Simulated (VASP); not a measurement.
# AlO2 (Cmmm) in VASP: notebook, part 2 of 2

VASP 6.6.1. Earlier steps stand in the parts before.

## (4) Single point, PBE

This run uses another cell than the first one, of 14.17 Å³/atom.

INCAR

```
SYSTEM = AlO2
PREC     = Accurate       ! precision mode
ENCUT    = 520            ! plane-wave cutoff, eV
EDIFF    = 1E-6           ! SCF threshold, eV
ISMEAR   = 0              ! smearing method
SIGMA    = 0.1            ! smearing width, eV
LREAL    = .False.        ! projectors in reciprocal space
LASPH    = .True.         ! aspherical terms in the spheres
NELM     = 100            ! most SCF steps
ALGO     = Normal         ! electronic algorithm
ISIF     = 2              ! what is computed and relaxed
LWAVE    = .False.        ! write WAVECAR
LCHARG   = .False.        ! write CHGCAR
GGA      = PE             ! functional
NBANDS   = 14             ! bands
```

KPOINTS

```
Automatic mesh
0
Gamma
  16 16 10
  0 0 0
```

POSCAR

```
AlO2
1.0
    1.6107204489     -2.7846271133      0.0000000000
    1.6107204489      2.7846271133      0.0000000000
    0.0000000000      0.0000000000      4.7374917890
Al O
1 2
Direct
    0.5000000000      0.5000000000      0.5000000000
    0.5000000000      0.5000000000      0.8569521615
    0.5000000000      0.5000000000      0.1430478385
```

The run is started by

```console
cat potpaw_PBE.64/Al/POTCAR potpaw_PBE.64/O/POTCAR > POTCAR
mpirun -np 1 vasp_std > vasp.out
```

Wall time 69 s (1 thread of Intel Xeon 6975P-C (Granite Rapids), shared host); peak memory 0.32 GiB.

Results (log left out):

| Quantity | Value |
| --- | --- |
| Free energy | -14.2050 eV |
| Pressure | 0.3 GPa |
| Largest force | 0.221 eV/Å |
| Band gap on the k mesh | zero (an odd number of electrons rules out a gap without spin polarisation) |

Forces in eV/Å, atoms in the order of the input:
```
Al   0.000  0.000  0.000
O    0.000  0.000 -0.221
O    0.000  0.000  0.221
```

Stress tensor (GPa, compression positive):
```
-0.21  0.00  0.00
 0.00 -0.18  0.00
 0.00  0.00  1.31
```

Levels at points of the mesh, in eV from the Fermi level:
```tsv
k point	band 4	band 5	band 6	band 7	band 8	band 9	band 10	band 11	band 12	band 13
(0.00, 0.00, 0.00)	-4.65	-4.65	-2.06	-0.37	-0.37	4.16	8.02	8.91	10.70	10.73
(0.50, 0.00, 0.00)	-6.47	-4.98	-1.74	-0.63	0.51	2.11	4.72	7.60	9.74	11.34
(0.50, 0.50, 0.00)	-6.47	-4.98	-1.74	-0.64	0.51	2.12	4.72	7.56	9.72	11.34
(0.00, 0.00, 0.50)	-4.62	-4.61	-3.75	-0.51	-0.50	5.62	6.03	11.49	11.51	11.76
(0.50, 0.00, 0.50)	-6.10	-4.91	-3.33	-0.90	0.28	2.52	5.93	8.41	9.77	10.06
(0.50, 0.50, 0.50)	-6.10	-4.92	-3.33	-0.91	0.30	2.52	5.93	8.38	9.78	10.05
```

Caveat: an odd number of electrons without spin polarisation forces a metal; a magnetic or distorted state may lie lower.

## (5) Relaxation of cell and atoms, PBE

INCAR

```
  ALGO = Normal
  EDIFF = 1E-6
  EDIFFG = -0.01
  ENCUT = 600
  GGA = PE
  IBRION = 2
  ISIF = 3
  ISMEAR = 0
  LASPH = True
  LCHARG = False
  LREAL = False
  LWAVE = False
  NELM = 60
  NSW = 100
  PREC = Accurate
  SIGMA = 0.1
```

KPOINTS

```
k-points
0
Gamma
  16 16 10
```

POSCAR

```
AlO2
1.0
    1.6491875465     -2.7392125216      0.0000000000
    1.6491875465      2.7392125216      0.0000000000
    0.0000000000      0.0000000000      4.7367080999
Al O
1 2
Direct
    0.5000000000      0.5000000000      0.5000000000
    0.5000000000      0.5000000000      0.8564748555
    0.5000000000      0.5000000000      0.1435251445
```

The run is started by

```console
cat potpaw_PBE.64/Al/POTCAR potpaw_PBE.64/O/POTCAR > POTCAR
mpirun -np 1 vasp_std > vasp.out
```

Wall time 15 min (1 thread of Intel Xeon 6975P-C (Granite Rapids), shared host); peak memory 0.39 GiB.

It converged, with:

| Quantity | Value |
| --- | --- |
| Free energy | -14.2127 eV |
| Relaxed volume | 14.05 Å³/atom |
| Relaxed cell | a = 3.206 Å, b = 3.206 Å, c = 4.743 Å, α = 90.00°, β = 90.00°, γ = 120.15° |
| Space group after relaxing (to 0.1 Å) | P6/mmm (No. 191) |
| Energy gained by relaxing | 0.9 meV/atom |
| Ionic steps | 25 |
| Pressure after relaxing | 0.1 GPa |
| Largest force after relaxing | 0.007 eV/Å |
| Band gap on the k mesh | zero (an odd number of electrons rules out a gap without spin polarisation) |

Forces on the atoms (eV/Å):
```
Al   0.000  0.000  0.000
O    0.000  0.000 -0.007
O    0.000  0.000  0.007
```

Step by step:
```csv
step,energy change (eV),largest force (eV/Å),pressure (GPa),volume (Å³)
1,0.0000,0.0638,0.15,42.80
2,0.0011,0.1886,-1.00,42.88
3,-0.0004,0.0283,-0.25,42.82
4,-0.0008,0.0065,-0.26,42.72
5,-0.0014,0.1151,-0.27,42.39
6,-0.0015,0.0972,-0.21,42.35
7,-0.0019,0.0412,-0.03,42.21
8,-0.0019,0.0700,0.31,41.93
9,-0.0020,0.0199,0.14,42.05
10,-0.0020,0.0236,0.16,42.05
11,-0.0020,0.0202,0.17,42.03
12,-0.0021,0.0104,0.18,41.99
13,-0.0022,0.0089,0.19,41.89
14,-0.0023,0.0164,0.20,41.86
15,-0.0024,0.0077,0.16,41.90
16,-0.0025,0.0776,0.04,42.01
17,-0.0026,0.0646,0.06,42.03
18,-0.0027,0.0246,0.06,42.08
19,-0.0027,0.0562,0.08,42.19
20,-0.0028,0.0148,0.10,42.14
21,-0.0028,0.0183,0.10,42.14
22,-0.0028,0.0367,0.09,42.17
23,-0.0028,0.0225,0.10,42.15
24,-0.0028,0.0203,0.09,42.14
25,-0.0028,0.0069,0.06,42.15
```

Final structure:
```xyz
3
Lattice="1.5994 -2.7785 0.0000 1.5994 2.7785 0.0000 0.0000 0.0000 4.7427" Properties=species:S:1:pos:R:3 pbc="T T T"
Al    1.5994    0.0000    2.3713
O     1.5994    0.0000    4.0622
O     1.5994    0.0000    0.6805
```

Levels at points of the mesh, in eV from the Fermi level:
```csv
k point,band 6,band 7,band 8,band 9,band 10,band 11
"(0.00, 0.00, 0.00)",-2.07,-0.35,-0.35,4.07,8.10,8.93
"(0.50, 0.00, 0.00)",-1.76,-0.62,0.51,2.15,4.63,7.66
"(0.50, 0.50, 0.00)",-1.75,-0.61,0.51,2.12,4.63,7.71
"(0.00, 0.00, 0.50)",-3.79,-0.48,-0.47,5.54,6.10,11.65
"(0.50, 0.00, 0.50)",-3.34,-0.88,0.29,2.52,5.88,8.46
"(0.50, 0.50, 0.50)",-3.35,-0.87,0.27,2.51,5.89,8.52
```

Caveat: an odd number of electrons without spin polarisation forces a metal; a magnetic or distorted state may lie lower.

## (6) Summary

```tsv
task	spin	cell	k mesh	cutoff (eV)	gap on the mesh (eV)	pressure (GPa)	largest force (eV/Å)
single point	off	a = 3.197, b = 3.197, c = 4.737 Å, angles 90.0, 90.0, 117.9°, 3 atoms	6 × 6 × 4	520	none	0.4	0.21
single point	collinear, ferromagnetic start	a = 3.197, b = 3.197, c = 4.737 Å, angles 90.0, 90.0, 117.9°, 3 atoms	6 × 6 × 4	520	none	0.4	0.21
single point	off	a = 3.217, b = 3.217, c = 4.737 Å, angles 90.0, 90.0, 119.9°, 3 atoms	16 × 16 × 10	520	none	0.3	0.22
relaxation of cell and atoms	off	relaxed from a = 3.197, b = 3.197, c = 4.737 Å, angles 90.0, 90.0, 117.9°, 3 atoms	16 × 16 × 10	600	none	0.1	0.01
```

Alike in all rows: level PBE; potentials or basis VASP PAW PBE potentials, release 64 (Al, O); smearing gaussian 0.1 eV.

Caveats: some runs use coarse meshes; an odd number of electrons without spin polarisation forces a metal (at least some runs); a magnetic or distorted state may lie lower (at least some runs).

Total energies depend on the potentials used, so only differences within one code and one set of settings carry meaning.
